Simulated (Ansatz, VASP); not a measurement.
# Two plane-wave programs on Si2C

```
Si C
1.0
     2.99152    0.00000    0.00000
    -1.49576    2.59073    0.00000
     0.00000    0.00000    9.36618
Si C
4 2
Cartesian
  0.0000 1.7272 7.2796
  0.0000 1.7272 2.0866
  0.0000 1.7272 4.6831
  1.4958 0.8636 0.0000
  1.4958 0.8636 2.8555
  1.4958 0.8636 6.5107
```

Alike in both runs: functional PBE; k mesh 6 × 6 × 2; occupations gaussian, width 0.1 eV; no spin polarisation.

Ansatz relaxed the structure, and its values are those at the end. VASP's run is a single point on that final structure, the one shown.

|  | VASP | Ansatz |
| --- | --- | --- |
| version | VASP 6.6.1 | Ansatz 0.2.0 |
| potentials or method | VASP PAW PBE potentials, release 64 (Si, C), cutoff 520 eV | scalar-relativistic, plane waves, PAW |
| valence electrons in the cell | 24 | 24 |

Ansatz gave:

| Item | Value |
| --- | --- |
| gap on the k mesh at the Fermi level (eV) | none |
| pressure (GPa) | 0.0 |
| rms of the force components (eV/Å) | 0.002 |

What did VASP give for the same quantities?

gap on the k mesh at the Fermi level (eV): none; pressure (GPa): 0.0; rms of the force components (eV/Å): 0.003.

A gap of «none» marks a metal or a gap that the smearing closes.

The k mesh is coarse, so the values compare programs but aren't converged.
